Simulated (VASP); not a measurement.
# LiH (Fm-3m) in VASP: notebook

The runs below take LiH through single point, with PBEsol.

Everything below comes from runs of VASP 6.6.1. Logs are shortened: lines on timing, memory, paths and dates and some standing lists are left out, and cuts for length are marked.

## Step 1: The cell of the first run

It takes space group Fm-3m (No. 225, cubic). Conventional cell: a = 3.953 Å, b = 3.953 Å, c = 3.953 Å, α = 90.00°, β = 90.00°, γ = 90.00°. Li (site symmetry m-3m) has 6 H at 1.98 Å within 2.6 Å. H (site symmetry m-3m) has 6 Li at 1.98 Å within 2.6 Å.

## Step 2: Single point, PBEsol (volume scaled by 0.980)

Input file INCAR:

```
SYSTEM = LiH
  ALGO = Normal
  EDIFF = 1E-6
  ENCUT = 520
  GGA = PS
  ISIF = 2
  ISMEAR = 0
  LASPH = .True.
  LCHARG = .False.
  LREAL = .False.
  LWAVE = .False.
  NBANDS = 9
  NELM = 100
  PREC = Accurate
  SIGMA = 0.05
```

Input file KPOINTS:

```
k-points
0
Gamma
  14 14 14
  0 0 0
```

Input file POSCAR:

```
LiH
1.0
    0.0000000000      1.9766080091      1.9766080091
    1.9766080091      0.0000000000      1.9766080091
    1.9766080091      1.9766080091      0.0000000000
Li H
1 1
Direct
    0.0000000000      0.0000000000      0.0000000000
    0.5000000000      0.5000000000      0.5000000000
```

Potentials or basis: VASP PAW PBE potentials, release 64 (Li_sv, H).

Command:

```bash
$ cat potpaw_PBE.64/Li_sv/POTCAR potpaw_PBE.64/H/POTCAR > POTCAR
$ mpirun -np 1 vasp_std > vasp.out
```

OUTCAR:

```text
SYSTEM = LiH
   EDIFF = 1E-6
   ENCUT = 520
   GGA = PS
   ISIF = 2
   ISMEAR = 0
   LASPH = .True.
   LREAL = .False.
   NELM = 100
   PREC = Accurate

 ion  position               nearest neighbor table
   1  0.000  0.000  0.000-
   2  0.500  0.500  0.500-

  LATTYP: Found a face centered cubic cell.
 ALAT       =     3.9532160182

  Lattice vectors:

 A1 = (   0.0000000000,   1.9766080091,   1.9766080091)
 A2 = (   1.9766080091,   0.0000000000,   1.9766080091)
 A3 = (   1.9766080091,   1.9766080091,   0.0000000000)

Analysis of symmetry for initial positions (statically):
=====================================================================
 Subroutine PRICEL returns:
 Original cell was already a primitive cell.

 Routine SETGRP: Setting up the symmetry group for a
 face centered cubic supercell.

 Subroutine GETGRP returns: Found 48 space group operations
 (whereof 48 operations were pure point group operations)
 out of a pool of 48 trial point group operations.

The static configuration has the point symmetry O_h .

Analysis of symmetry for dynamics (positions and initial velocities):
=====================================================================
 Subroutine PRICEL returns:
 Original cell was already a primitive cell.

 Routine SETGRP: Setting up the symmetry group for a
 face centered cubic supercell.

 Subroutine GETGRP returns: Found 48 space group operations
 (whereof 48 operations were pure point group operations)
 out of a pool of 48 trial point group operations.

The dynamic configuration has the point symmetry O_h .

 Subroutine INISYM returns: Found 48 space group operations
 (whereof 48 operations are pure point group operations),
 and found     1 'primitive' translations

----------------------------------------------------------------------------------------

                                     Primitive cell

  volume of cell :      15.4451

  direct lattice vectors                    reciprocal lattice vectors
     0.000000000  1.976608009  1.976608009    -0.252958603  0.252958603  0.252958603
     1.976608009  0.000000000  1.976608009     0.252958603 -0.252958603  0.252958603
     1.976608009  1.976608009  0.000000000     0.252958603  0.252958603 -0.252958603

  length of vectors
     2.795345854  2.795345854  2.795345854     0.438137152  0.438137152  0.438137152

  position of ions in fractional coordinates (direct lattice)
     0.000000000  0.000000000  0.000000000
[... 83 lines left out ...]
   NFREE  =      0    steps in history (QN), initial steepest desc. (CG)
   ISIF   =      2    stress and relaxation
   ISYM   =      2    0-nonsym 1-usesym 2-fastsym
   POTIM  = 0.5000    time-step for ionic-motion
   TEBEG  =    0.0;   TEEND  =   0.0 temperature during run
   PSTRESS=    0.0 pullay stress
   NELECT =       4.0000    total number of electrons
   NUPDOWN=      -1.0000    fix difference up-down
   EMIN   =  10.00;   EMAX   =-10.00  energy-range for DOS
   EFERMI =   0.00;   METHOD = LEGACY
   ISMEAR =     0;   SIGMA  =   0.05  broadening in eV -4-tet -1-fermi 0-gaus
   EFERMI_NEDOS =   21; number of points for ismear=-14 and -15
   IALGO  =     38    algorithm
   IMIX   =      4    mixing-type and parameters
     AMIX     =   0.40;   BMIX     =  1.00
     AMIX_MAG =   1.60;   BMIX_MAG =  1.00
  volume/ion in A,a.u.               =       7.72        52.11
  Fermi-wavevector in a.u.,A,eV,Ry     =   1.043512  1.971952 14.815630  1.088918
  Thomas-Fermi vector in A             =   2.178225
   LORBIT       =      0    0 simple, 1 ext, 2 COOP (PROOUT), +10 PAW based schemes
   GGA     = PS    functional components
   LHFCALC =     F    Hartree Fock is set to
   AEXX    =    0.0000 exact exchange contribution
   IVDW    =     0    specifies the selected vdW correction
   LEPSILON=     F    determine dielectric tensor
   LRPA    =     F    only Hartree local field effects (RPA)
 non-spin polarized calculation
 Gauss-broadening in eV      SIGMA  =   0.05
  energy-cutoff  :      520.00
  volume of cell :       15.45
 maximum number of plane-waves:       444
 NGX is ok and might be reduce to    24
   NGX = 11   NGY = 11   NGZ = 11

 number of electron       3.9999999 magnetization

 Free energy of the ion-electron system (eV)
  ---------------------------------------------------
  ext. energy  EPLUGINS =         0.00000000
  ---------------------------------------------------
  free energy    TOTEN  =        -6.11942962 eV

  energy without entropy =       -6.11942962  energy(sigma->0) =       -6.11942962

 E-fermi :   0.6480     XC(G=0):  -8.7464

 val. band max:        0.3575039500   @ k =   0.5000   0.5000   0.0000
 cond. band min:       3.0680011318   @ k =   0.5000   0.5000   0.0000
 fundamental gap:      2.7104971818
 Fermi energy:         0.6480342865

 k-point     1 :       0.0000    0.0000    0.0000
  band No.  band energies     occupation
      1     -43.3135      2.00000
      2      -5.3457      2.00000
      3      17.0050      0.00000
      4      18.5044      0.00000
      5      18.5044      0.00000
      6      18.5044      0.00000
      7      23.2042      0.00000
      8      23.2042      0.00000
      9      23.2042      0.00000
[... 265 lines left out ...]
 k-point    24 :       0.2857    0.1429    0.0000
  band No.  band energies     occupation
      1     -43.2791      2.00000
      2      -3.9952      2.00000
      3      10.5435      0.00000
      4      13.6985      0.00000
      5      14.5165      0.00000
      6      18.2972      0.00000
      7      20.6217      0.00000
      8      24.6171      0.00000
      9      26.8580      0.00000

 [... further k-points ...]

------------------------ aborting loop because EDIFF is reached ----------------------------------------

  FORCE on cell =-STRESS in cart. coord.  units (eV):
  Direction    XX          YY          ZZ          XY          YZ          ZX
  --------------------------------------------------------------------------------------
  -------------------------------------------------------------------------------------
  Total        0.0572193      0.0572193      0.0572193      0.0000000      0.0000000      0.0000000
  in kB        5.9355602      5.9355602      5.9355602      0.0000000      0.0000000      0.0000000
  external PRESSURE =       5.9355602 kB  Pullay stress =       0.0000000 kB

 VOLUME and BASIS-vectors are now :
 -----------------------------------------------------------------------------
  energy-cutoff  :      520.00
  volume of cell :       15.45
      direct lattice vectors                 reciprocal lattice vectors
     0.000000000  1.976608009  1.976608009    -0.252958603  0.252958603  0.252958603
     1.976608009  0.000000000  1.976608009     0.252958603 -0.252958603  0.252958603
     1.976608009  1.976608009  0.000000000     0.252958603  0.252958603 -0.252958603

 POSITION                                       TOTAL-FORCE (eV/Angst)
 -----------------------------------------------------------------------------------
      0.00000      0.00000      0.00000        -0.000000      0.000000     -0.000000
      1.97661      1.97661      1.97661         0.000000     -0.000000      0.000000
 -----------------------------------------------------------------------------------
    total drift:                                0.000000     -0.000000     -0.000000

  FREE ENERGIE OF THE ION-ELECTRON SYSTEM (eV)
  ---------------------------------------------------
  free  energy   TOTEN  =        -6.1194296183 eV

  energy  without entropy=       -6.1194296183  energy(sigma->0) =       -6.11942962
```

OSZICAR:

```text
N       E                     dE             d eps       ncg     rms          rms(c)
DAV:   1    -0.218737181746E+01   -0.21874E+01   -0.14309E+03  1936   0.415E+02
DAV:   2    -0.629463562307E+01   -0.41073E+01   -0.40911E+01  2592   0.517E+01
DAV:   3    -0.634561420962E+01   -0.50979E-01   -0.50960E-01  2297   0.482E+00
DAV:   4    -0.634583196612E+01   -0.21776E-03   -0.21773E-03  2590   0.269E-01
DAV:   5    -0.634583269241E+01   -0.72628E-06   -0.72628E-06  2293   0.118E-02    0.271E+00
DAV:   6    -0.617559854988E+01    0.17023E+00   -0.14065E-01  2092   0.115E+00    0.135E+00
DAV:   7    -0.611832857105E+01    0.57270E-01   -0.17272E-01  2182   0.144E+00    0.202E-01
DAV:   8    -0.611946895879E+01   -0.11404E-02   -0.35798E-03  2141   0.419E-01    0.333E-02
DAV:   9    -0.611943232433E+01    0.36634E-04   -0.10133E-04  2403   0.428E-02    0.599E-03
DAV:  10    -0.611942982001E+01    0.25043E-05   -0.37487E-06  2175   0.145E-02    0.238E-03
DAV:  11    -0.611942961833E+01    0.20168E-06   -0.12100E-07  1490   0.237E-03
   1 F= -.61194296E+01 E0= -.61194296E+01  d E =-.669864E-19
```

stdout:

```text
POSCAR found type information on POSCAR LiH
 POSCAR found :  2 types and       2 ions
 scaLAPACK will be used
 -----------------------------------------------------------------------------
|                                                                             |
|                                                                             |
|     You enforced a specific xc type in the INCAR file but a different       |
|     I HOPE YOU KNOW WHAT YOU ARE DOING!                                     |
|                                                                             |
 -----------------------------------------------------------------------------

 LDA part: xc-table for (Slater+PW92), standard interpolation
 POSCAR, INCAR and KPOINTS ok, starting setup
 FFT: planning ... GRIDC
 FFT: planning ... GRID_SOFT
 FFT: planning ... GRID
 WAVECAR not read
 entering main loop
```

Wall time 4.8 s (1 thread of Intel Xeon 6975P-C (Granite Rapids), shared host); peak memory 0.14 GiB.

What came out:

* Free energy: -6.1194 eV
* Band gap on the k mesh: 2.71 eV, direct

Levels at points of the mesh, in eV from the valence-band top:
| k point | band 1 | band 2 | band 3 | band 4 | band 5 | band 6 | band 7 |
| --- | --- | --- | --- | --- | --- | --- | --- |
| (0.00, 0.00, 0.00) | -43.67 | -5.70 | 16.65 | 18.15 | 18.15 | 18.15 | 22.85 |
| (0.50, 0.00, 0.00) | -43.61 | -2.83 | 4.80 | 13.93 | 16.67 | 16.67 | 19.32 |
| (0.50, 0.50, 0.00) | -43.60 | 0.00 | 2.71 | 10.82 | 10.82 | 13.94 | 17.76 |

Caveat: the cutoff is under 1.25 times the usual one of these potentials, so pressure, stress and relaxed cells hold a basis-set (Pulay) error; the PAW data sets were made with another functional, which shifts forces and pressure a little.

## Step 3: Single point, PBEsol (volume scaled by 1.020)

Input file INCAR:

```
PREC = Accurate
ENCUT = 520
EDIFF = 1E-6
ISMEAR = 0
SIGMA = 0.05
LREAL = False
LASPH = True
NELM = 60
ALGO = Normal
ISIF = 2
LWAVE = False
LCHARG = False
GGA = PS
NBANDS = 9
```

Input file KPOINTS:

```
Automatic mesh
0
Gamma
  14 14 14
```

Input file POSCAR:

```
LiH
1.0
    0.0000000000      2.0031428266      2.0031428266
    2.0031428266      0.0000000000      2.0031428266
    2.0031428266      2.0031428266      0.0000000000
Li H
1 1
Direct
    0.0000000000      0.0000000000      0.0000000000
    0.5000000000      0.5000000000      0.5000000000
```

Potentials or basis: VASP PAW PBE potentials, release 64 (Li_sv, H).

Command:

```bash
$ cat potpaw_PBE.64/Li_sv/POTCAR potpaw_PBE.64/H/POTCAR > POTCAR
$ mpirun -np 1 vasp_std > vasp.out
```

Run time: 4.7 s. Hardware: 1 thread of Intel Xeon 6975P-C (Granite Rapids), shared host; peak memory 0.14 GiB.

The run converged. Its results:

* Free energy: -6.1200 eV
* Band gap on the k mesh: 2.75 eV, direct

Levels at points of the mesh, in eV from the valence-band top:
```
           k point  band 1  band 2  band 3  band 4  band 5  band 6  band 7
(0.00, 0.00, 0.00)  -43.70   -5.55   16.13   17.75   17.75   17.75   22.36
(0.50, 0.00, 0.00)  -43.65   -2.71    4.71   13.58   16.31   16.31   18.91
(0.50, 0.50, 0.00)  -43.64    0.00    2.75   10.63   10.63   13.70   17.19
```

Caveat: the cutoff is under 1.25 times the usual one of these potentials, so pressure, stress and relaxed cells hold a basis-set (Pulay) error; the PAW data sets were made with another functional, which shifts forces and pressure a little. A k mesh can miss the band edges.

(Part 1 of 3 ends here.)
